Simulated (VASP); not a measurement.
# Ta (Pm-3m) in VASP: a series of runs

The runs below take Ta through single point, relaxation of cell and atoms, with RPBE.

Everything below comes from runs of VASP 6.6.1. Logs are shortened: lines on timing, memory, paths and dates and some standing lists are left out, and cuts for length are marked.

### Step 1. The cell of the first run

The structure is cubic, space group Pm-3m (No. 221). Conventional cell: a = 2.760 Å, b = 2.760 Å, c = 2.760 Å, α = 90.00°, β = 90.00°, γ = 90.00°. Ta (site symmetry m-3m) has 6 Ta at 2.76 Å within 3.6 Å.

### Step 2. Single point, RPBE

INCAR reads:

```
PREC     = Accurate       # precision mode
ENCUT    = 520            # plane-wave cutoff, eV
EDIFF    = 1E-6           # SCF threshold, eV
ISMEAR   = -1             # smearing method
SIGMA    = 0.1            # smearing width, eV
LREAL    = False          # projectors in reciprocal space
LASPH    = True           # aspherical terms in the spheres
NELM     = 80             # most SCF steps
ALGO     = Normal         # electronic algorithm
ISIF     = 2              # what is computed and relaxed
LWAVE    = False          # write WAVECAR
LCHARG   = False          # write CHGCAR
GGA      = RP             # functional
NBANDS   = 12             # bands
```

KPOINTS reads:

```
regular mesh
0
Gamma
  19 19 19
```

POSCAR reads:

```
Ta
1.0
    2.7601811137      0.0000000000      0.0000000000
    0.0000000000      2.7601811137      0.0000000000
    0.0000000000      0.0000000000      2.7601811137
Ta
1
Direct
    0.0000000000      0.0000000000      0.0000000000
```

Potentials or basis: VASP PAW PBE potentials, release 64 (Ta_pv).

Launch:

```sh
cat potpaw_PBE.64/Ta_pv/POTCAR > POTCAR
mpirun -np 1 vasp_std > vasp.out
```

OUTCAR:

```text
PREC = Accurate
   ENCUT = 520
   EDIFF = 1E-6
   ISMEAR = -1
   LREAL = False
   LASPH = True
   NELM = 80
   ISIF = 2
   GGA = RP

 ion  position               nearest neighbor table
   1  0.000  0.000  0.000-

  LATTYP: Found a simple cubic cell.
 ALAT       =     2.7601811137

  Lattice vectors:

 A1 = (   2.7601811137,   0.0000000000,   0.0000000000)
 A2 = (   0.0000000000,   2.7601811137,   0.0000000000)
 A3 = (   0.0000000000,   0.0000000000,   2.7601811137)

Analysis of symmetry for initial positions (statically):
=====================================================================
 Subroutine PRICEL returns:
 Original cell was already a primitive cell.

 Routine SETGRP: Setting up the symmetry group for a
 simple cubic supercell.

 Subroutine GETGRP returns: Found 48 space group operations
 (whereof 48 operations were pure point group operations)
 out of a pool of 48 trial point group operations.

The static configuration has the point symmetry O_h .

Analysis of symmetry for dynamics (positions and initial velocities):
=====================================================================
 Subroutine PRICEL returns:
 Original cell was already a primitive cell.

 Routine SETGRP: Setting up the symmetry group for a
 simple cubic supercell.

 Subroutine GETGRP returns: Found 48 space group operations
 (whereof 48 operations were pure point group operations)
 out of a pool of 48 trial point group operations.

The dynamic configuration has the point symmetry O_h .

 Subroutine INISYM returns: Found 48 space group operations
 (whereof 48 operations are pure point group operations),
 and found     1 'primitive' translations

----------------------------------------------------------------------------------------

                                     Primitive cell

  volume of cell :      21.0287

  direct lattice vectors                    reciprocal lattice vectors
     2.760181114  0.000000000  0.000000000     0.362295066  0.000000000  0.000000000
     0.000000000  2.760181114  0.000000000     0.000000000  0.362295066  0.000000000
     0.000000000  0.000000000  2.760181114     0.000000000  0.000000000  0.362295066

  length of vectors
     2.760181114  2.760181114  2.760181114     0.362295066  0.362295066  0.362295066

  position of ions in fractional coordinates (direct lattice)
     0.000000000  0.000000000  0.000000000

  ion indices of the primitive-cell ions
[... 80 lines left out ...]
   ISIF   =      2    stress and relaxation
   ISYM   =      2    0-nonsym 1-usesym 2-fastsym
   POTIM  = 0.5000    time-step for ionic-motion
   TEBEG  =    0.0;   TEEND  =   0.0 temperature during run
   PSTRESS=    0.0 pullay stress
   NELECT =      11.0000    total number of electrons
   NUPDOWN=      -1.0000    fix difference up-down
   EMIN   =  10.00;   EMAX   =-10.00  energy-range for DOS
   EFERMI =   0.00;   METHOD = LEGACY
   ISMEAR =    -1;   SIGMA  =   0.10  broadening in eV -4-tet -1-fermi 0-gaus
   EFERMI_NEDOS =   21; number of points for ismear=-14 and -15
   IALGO  =     38    algorithm
   IMIX   =      4    mixing-type and parameters
     AMIX     =   0.40;   BMIX     =  1.00
     AMIX_MAG =   1.60;   BMIX_MAG =  1.00
  volume/ion in A,a.u.               =      21.03       141.91
  Fermi-wavevector in a.u.,A,eV,Ry     =   1.319071  2.492683 23.673431  1.739948
  Thomas-Fermi vector in A             =   2.448995
   LORBIT       =      0    0 simple, 1 ext, 2 COOP (PROOUT), +10 PAW based schemes
   GGA     = RP    functional components
   LHFCALC =     F    Hartree Fock is set to
   AEXX    =    0.0000 exact exchange contribution
   IVDW    =     0    specifies the selected vdW correction
   LEPSILON=     F    determine dielectric tensor
   LRPA    =     F    only Hartree local field effects (RPA)
 non-spin polarized calculation
  energy-cutoff  :      520.00
  volume of cell :       21.03
 maximum number of plane-waves:       587
 NGX is ok and might be reduce to    24
   NGX = 11   NGY = 11   NGZ = 11

 number of electron      11.0000000 magnetization

 Free energy of the ion-electron system (eV)
  ---------------------------------------------------
  ext. energy  EPLUGINS =         0.00000000
  ---------------------------------------------------
  free energy    TOTEN  =       -10.21979969 eV

  energy without entropy =      -10.17967433  energy(sigma->0) =      -10.19973701

 E-fermi :   4.4123     XC(G=0): -11.6701

 val. band max:        4.4075623373   @ k =   0.2632   0.2105   0.1053
 cond. band min:       4.4405276436   @ k =   0.4737   0.4737   0.2105
 fundamental gap:      0.0329653063
 Fermi energy:         4.4122723512

 k-point     1 :       0.0000    0.0000    0.0000
  band No.  band energies     occupation
      1     -29.1054      2.00000
      2     -29.1054      2.00000
      3     -29.1054      2.00000
      4      -2.7707      2.00000
      5       1.8921      2.00000
      6       1.8921      2.00000
      7      10.4123      0.00000
      8      10.4123      0.00000
      9      10.4124      0.00000
     10      18.7020      0.00000
     11      18.7020      0.00000
     12      18.7020      0.00000
[... 331 lines left out ...]
 k-point    24 :       0.3158    0.1053    0.0000
  band No.  band energies     occupation
      1     -29.8813      2.00000
      2     -29.1561      2.00000
      3     -29.0259      2.00000
      4      -0.2364      2.00000
      5       2.7813      2.00000
      6       4.0395      1.95303
      7       7.2394      0.00000
      8       7.6999      0.00000
      9      10.2015      0.00000
     10      14.0775      0.00000
     11      18.7846      0.00000
     12      20.0721      0.00000

 [... further k-points ...]

------------------------ aborting loop because EDIFF is reached ----------------------------------------

  FORCE on cell =-STRESS in cart. coord.  units (eV):
  Direction    XX          YY          ZZ          XY          YZ          ZX
  --------------------------------------------------------------------------------------
  -------------------------------------------------------------------------------------
  Total        0.0693706      0.0693706      0.0693706      0.0000000     -0.0000000     -0.0000000
  in kB        5.2853432      5.2853432      5.2853432      0.0000000     -0.0000000     -0.0000000
  external PRESSURE =       5.2853432 kB  Pullay stress =       0.0000000 kB

 VOLUME and BASIS-vectors are now :
 -----------------------------------------------------------------------------
  energy-cutoff  :      520.00
  volume of cell :       21.03
      direct lattice vectors                 reciprocal lattice vectors
     2.760181114  0.000000000  0.000000000     0.362295066  0.000000000  0.000000000
     0.000000000  2.760181114  0.000000000     0.000000000  0.362295066  0.000000000
     0.000000000  0.000000000  2.760181114     0.000000000  0.000000000  0.362295066

 POSITION                                       TOTAL-FORCE (eV/Angst)
 -----------------------------------------------------------------------------------
      0.00000      0.00000      0.00000         0.000000      0.000000      0.000000
 -----------------------------------------------------------------------------------
    total drift:                                0.000000      0.000000      0.000000

  FREE ENERGIE OF THE ION-ELECTRON SYSTEM (eV)
  ---------------------------------------------------
  free  energy   TOTEN  =       -10.2197996873 eV

  energy  without entropy=      -10.1796743323  energy(sigma->0) =      -10.19973701
```

stdout:

```text
POSCAR found type information on POSCAR Ta
 POSCAR found :  1 types and       1 ions
 scaLAPACK will be used
 -----------------------------------------------------------------------------
|                                                                             |
|                                                                             |
|     You enforced a specific xc type in the INCAR file but a different       |
|     I HOPE YOU KNOW WHAT YOU ARE DOING!                                     |
|                                                                             |
 -----------------------------------------------------------------------------

 LDA part: xc-table for (Slater+PW92), standard interpolation
 POSCAR, INCAR and KPOINTS ok, starting setup
 FFT: planning ... GRIDC
 FFT: planning ... GRID_SOFT
 FFT: planning ... GRID
 WAVECAR not read
 entering main loop
```

It took 54 s on 1 thread of Intel Xeon 8259CL, shared host; peak memory 0.18 GiB.

Results:

```
Free energy : -10.2198 eV
Pressure    : 0.5 GPa
```

Caveat: the PAW data sets were made with another functional, which shifts forces and pressure a little; spin-orbit coupling is left out, which moves the levels of the heavy elements.

### Step 3. Relaxation of cell and atoms, RPBE

This run uses another cell than the first one, of 19.51 Å³/atom, 0.928 times its volume.

INCAR reads:

```
ALGO = Normal
EDIFF = 1E-6
EDIFFG = -0.01
ENCUT = 600
GGA = RP
IBRION = 2
ISIF = 3
ISMEAR = -1
LASPH = T
LCHARG = F
LREAL = F
LWAVE = F
NELM = 100
NSW = 80
PREC = Accurate
SIGMA = 0.1
```

KPOINTS reads:

```
k-points
0
Gamma
  12 12 12
```

POSCAR reads:

```
Ta
1.0
    2.6919965271      0.0000000000      0.0000000000
    0.0000000000      2.6919965271      0.0000000000
    0.0000000000      0.0000000000      2.6919965271
Ta
1
Direct
    0.0000000000      0.0000000000      0.0000000000
```

Potentials or basis: VASP PAW PBE potentials, release 64 (Ta_pv).

Launch:

```sh
cat potpaw_PBE.64/Ta_pv/POTCAR > POTCAR
mpirun -np 1 vasp_std > vasp.out
```

Wall time 55 s (1 thread of Intel Xeon 8259CL, shared host); peak memory 0.16 GiB.

It converged, with:

```yaml
Free_energy: -10.2378 eV
Relaxed_volume: 21.04 Å³/atom
Relaxed_cell: a = 2.761 Å, b = 2.761 Å, c = 2.761 Å, α = 90.00°, β = 90.00°, γ = 90.00°
Space_group_after_relaxing_to_0.05_Å: Pm-3m (No. 221)
Energy_gained_by_relaxing: 54.5 meV/atom
Ionic_steps: 4
Pressure_after_relaxing: 0.0 GPa
```

Step by step:
| step | energy change (eV) | largest force (eV/Å) | pressure (GPa) | volume (Å³) |
| --- | --- | --- | --- | --- |
| 1 | 0.0000 | 0.0000 | 12.15 | 19.51 |
| 2 | 0.0901 | 0.0000 | -14.06 | 23.99 |
| 3 | -0.0544 | 0.0000 | -0.39 | 21.10 |
| 4 | -0.0545 | 0.0000 | -0.05 | 21.04 |

Final structure:
```
Ta
1.0
     2.76087    0.00000    0.00000
     0.00000    2.76087    0.00000
     0.00000    0.00000    2.76087
Ta
1
Direct
  0.00000 0.00000 0.00000
```

Levels at points of the mesh, in eV from the Fermi level:
```tsv
k point	band 4	band 5	band 6	band 7	band 8	band 9
(0.00, 0.00, 0.00)	-7.16	-2.50	-2.50	6.01	6.01	6.01
(0.50, 0.00, 0.00)	-3.71	-1.56	-0.06	2.42	2.42	6.40
(0.50, 0.50, 0.00)	-3.78	-1.36	3.17	3.17	4.97	4.97
(0.50, 0.50, 0.50)	-2.17	-2.17	-2.17	7.58	8.68	8.68
```

Caveat: the PAW data sets were made with another functional, which shifts forces and pressure a little; spin-orbit coupling is left out, which moves the levels of the heavy elements.
